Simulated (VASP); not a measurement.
# Cu3N (Pm-3m) in VASP: single point with PBE

Aim: the single point of Cu3N with PBE.

Program: VASP 6.6.1. These are calculated values, not measurements. Logs are shortened: lines on timing, memory, paths and dates and some standing lists are left out, and cuts for length are marked.

## (1) The cell of the first run

It takes space group Pm-3m (No. 221, cubic). The conventional cell has a = 3.827 Å, b = 3.827 Å, c = 3.827 Å, α = 90.00°, β = 90.00°, γ = 90.00°. Within 2.5 Å of Cu (site symmetry 4/mmm) lie 2 N at 1.91 Å. Within 2.5 Å of N (site symmetry m-3m) lie 6 Cu at 1.91 Å.

## (2) Single point, PBE

Input file POSCAR:

```
Cu3N
1.0
    3.8272904605      0.0000000000      0.0000000000
    0.0000000000      3.8272904605      0.0000000000
    0.0000000000      0.0000000000      3.8272904605
Cu N
3 1
Direct
    0.5000000000      0.0000000000      0.0000000000
    0.0000000000      0.5000000000      0.0000000000
    0.0000000000      0.0000000000      0.5000000000
    0.0000000000      0.0000000000      0.0000000000
```

Input file INCAR.step1:

```
  PREC = Accurate
  ENCUT = 520
  EDIFF = 1E-6
  ISMEAR = 0
  SIGMA = 0.01
  LREAL = F
  LASPH = T
  NELM = 120
  ALGO = Normal
  ISIF = 2
  LWAVE = F
  LCHARG = T
  LMAXMIX = 4
  GGA = PE
  NBANDS = 27
  GGA_COMPAT = F
  NEDOS = 2001
  LORBIT = 11
```

Input file KPOINTS.step1:

```
regular mesh
0
Gamma
  10 10 10
```

Input file INCAR.step2:

```
  PREC = Accurate
  ENCUT = 520
  EDIFF = 1E-6
  ISMEAR = -5
  SIGMA = 0.01
  LREAL = F
  LASPH = T
  NELM = 120
  ALGO = Normal
  ISIF = 2
  LWAVE = F
  LCHARG = F
  LMAXMIX = 4
  GGA = PE
  LORBIT = 11
  NEDOS = 1001
  ICHARG = 11
  GGA_COMPAT = F
```

Input file KPOINTS.step2:

```
regular mesh
0
Gamma
  15 15 15
```

Potentials or basis: VASP PAW PBE potentials, release 64 (Cu, N).

Command:

```bash
> cat potpaw_PBE.64/Cu/POTCAR potpaw_PBE.64/N/POTCAR > POTCAR
> cp INCAR.step1 INCAR
> cp KPOINTS.step1 KPOINTS
> mpirun -np 1 vasp_std > vasp.out
> cp INCAR.step2 INCAR
> cp KPOINTS.step2 KPOINTS
> mpirun -np 1 vasp_std > vasp.out
```

OUTCAR:

```text
PREC = Accurate
   ENCUT = 520
   EDIFF = 1E-6
   ISMEAR = -5
   LREAL = F
   LASPH = T
   NELM = 120
   ISIF = 2
   GGA = PE
   LORBIT = 11
   ICHARG = 11

 ion  position               nearest neighbor table
   1  0.500  0.000  0.000-   4 1.91   4 1.91   2 2.71   3 2.71   2 2.71   2 2.71   3 2.71   3 2.71
                             3 2.71   2 2.71
   2  0.000  0.500  0.000-   4 1.91   4 1.91   1 2.71   3 2.71   1 2.71   3 2.71   3 2.71   3 2.71
                             1 2.71   1 2.71
   3  0.000  0.000  0.500-   4 1.91   4 1.91   1 2.71   1 2.71   2 2.71   2 2.71   2 2.71   2 2.71
                             1 2.71   1 2.71
   4  0.000  0.000  0.000-   1 1.91   2 1.91   3 1.91   3 1.91   2 1.91   1 1.91

  LATTYP: Found a simple cubic cell.
 ALAT       =     3.8272904605

  Lattice vectors:

 A1 = (   3.8272904605,   0.0000000000,   0.0000000000)
 A2 = (   0.0000000000,   3.8272904605,   0.0000000000)
 A3 = (   0.0000000000,   0.0000000000,   3.8272904605)

Analysis of symmetry for initial positions (statically):
=====================================================================
 Subroutine PRICEL returns:
 Original cell was already a primitive cell.

 Routine SETGRP: Setting up the symmetry group for a
 simple cubic supercell.

 Subroutine GETGRP returns: Found 48 space group operations
 (whereof 48 operations were pure point group operations)
 out of a pool of 48 trial point group operations.

The static configuration has the point symmetry O_h .

Analysis of symmetry for dynamics (positions and initial velocities):
=====================================================================
 Subroutine PRICEL returns:
 Original cell was already a primitive cell.

 Routine SETGRP: Setting up the symmetry group for a
 simple cubic supercell.

 Subroutine GETGRP returns: Found 48 space group operations
 (whereof 48 operations were pure point group operations)
 out of a pool of 48 trial point group operations.

The dynamic configuration has the point symmetry O_h .

 Subroutine INISYM returns: Found 48 space group operations
 (whereof 48 operations are pure point group operations),
 and found     1 'primitive' translations

----------------------------------------------------------------------------------------

                                     Primitive cell

  volume of cell :      56.0627

  direct lattice vectors                    reciprocal lattice vectors
     3.827290460  0.000000000  0.000000000     0.261281450  0.000000000  0.000000000
     0.000000000  3.827290460  0.000000000     0.000000000  0.261281450  0.000000000
     0.000000000  0.000000000  3.827290460     0.000000000  0.000000000  0.261281450
[... 102 lines left out ...]
   NUPDOWN=      -1.0000    fix difference up-down
   EMIN   =  10.00;   EMAX   =-10.00  energy-range for DOS
   EFERMI =   0.00;   METHOD = LEGACY
   ISMEAR =    -5;   SIGMA  =   0.01  broadening in eV -4-tet -1-fermi 0-gaus
   EFERMI_NEDOS =   21; number of points for ismear=-14 and -15
   IALGO  =     38    algorithm
   IMIX   =      4    mixing-type and parameters
     AMIX     =   0.40;   BMIX     =  1.00
     AMIX_MAG =   1.60;   BMIX_MAG =  1.00
  volume/ion in A,a.u.               =      14.02        94.58
  Fermi-wavevector in a.u.,A,eV,Ry     =   1.438063  2.717545 28.137195  2.068025
  Thomas-Fermi vector in A             =   2.557071
   LORBIT       =     11    0 simple, 1 ext, 2 COOP (PROOUT), +10 PAW based schemes
   GGA     = PE    functional components
   LHFCALC =     F    Hartree Fock is set to
   AEXX    =    0.0000 exact exchange contribution
   IVDW    =     0    specifies the selected vdW correction
   LEPSILON=     F    determine dielectric tensor
   LRPA    =     F    only Hartree local field effects (RPA)
 non-spin polarized calculation
 Fermi weights with tetrahedron method with Bloechl corrections
  energy-cutoff  :      520.00
  volume of cell :       56.06
 maximum number of plane-waves:      1522

 number of electron      37.9999891 magnetization

 Free energy of the ion-electron system (eV)
  ---------------------------------------------------
  ext. energy  EPLUGINS =         0.00000000
  ---------------------------------------------------
  free energy    TOTEN  =       -18.39033150 eV

  energy without entropy =      -18.39033150  energy(sigma->0) =      -18.39033150

 E-fermi :   4.7468     XC(G=0): -10.7362

 val. band max:        4.7367558485   @ k =   0.4667   0.4667   0.4000
 cond. band min:       5.1879542206   @ k =   0.4667   0.4667   0.0000
 fundamental gap:      0.4511983721
 Fermi energy:         4.7468079465

 k-point     1 :       0.0000    0.0000    0.0000
  band No.  band energies     occupation
      1     -11.9188      2.00000
      2      -0.3613      2.00000
      3       0.1052      2.00000
      4       0.1052      2.00000
      5       0.1052      2.00000
      6       1.0110      2.00000
[... 613 lines left out ...]
     22       9.4818      0.00000
     23      11.6281      0.00000

 [... further k-points ...]

------------------------ aborting loop because EDIFF is reached ----------------------------------------

  FORCE on cell =-STRESS in cart. coord.  units (eV):
  Direction    XX          YY          ZZ          XY          YZ          ZX
  --------------------------------------------------------------------------------------
  -------------------------------------------------------------------------------------
  Total        0.0647417      0.0647417      0.0647417     -0.0000000      0.0000000      0.0000000
  in kB        1.8502077      1.8502077      1.8502077     -0.0000000      0.0000000      0.0000000
  external PRESSURE =       1.8502077 kB  Pullay stress =       0.0000000 kB

 VOLUME and BASIS-vectors are now :
 -----------------------------------------------------------------------------
  energy-cutoff  :      520.00
  volume of cell :       56.06
      direct lattice vectors                 reciprocal lattice vectors
     3.827290460  0.000000000  0.000000000     0.261281450  0.000000000  0.000000000
     0.000000000  3.827290460  0.000000000     0.000000000  0.261281450  0.000000000
     0.000000000  0.000000000  3.827290460     0.000000000  0.000000000  0.261281450

 POSITION                                       TOTAL-FORCE (eV/Angst)
 -----------------------------------------------------------------------------------
      1.91365      0.00000      0.00000         0.000000      0.000000      0.000000
      0.00000      1.91365      0.00000         0.000000      0.000000      0.000000
      0.00000      0.00000      1.91365         0.000000      0.000000      0.000000
      0.00000      0.00000      0.00000         0.000000      0.000000      0.000000
 -----------------------------------------------------------------------------------
    total drift:                               -0.000000      0.000000     -0.000000

  FREE ENERGIE OF THE ION-ELECTRON SYSTEM (eV)
  ---------------------------------------------------
  free  energy   TOTEN  =       -18.3903314976 eV

  energy  without entropy=      -18.3903314976  energy(sigma->0) =      -18.39033150

 total charge

# of ion       s       p       d       tot
------------------------------------------
    1        0.420   0.372   9.223  10.016
    2        0.420   0.372   9.223  10.016
    3        0.420   0.372   9.223  10.016
    4        1.204   2.512   0.000   3.715
--------------------------------------------------
tot          2.465   3.629  27.670  33.764
```

Run time: 3.7 min. Hardware: 1 thread of Intel Xeon 8259CL, shared host; peak memory 0.24 GiB.

What came out:

* Valence electrons inside the program's atomic spheres: Cu 10.02; N 3.71

Levels at points of the mesh, in eV from the valence-band top:
| k point | band 17 | band 18 | band 19 | band 20 | band 21 | band 22 |
| --- | --- | --- | --- | --- | --- | --- |
| (0.00, 0.00, 0.00) | -1.73 | -1.73 | -1.69 | 1.03 | 5.31 | 5.31 |
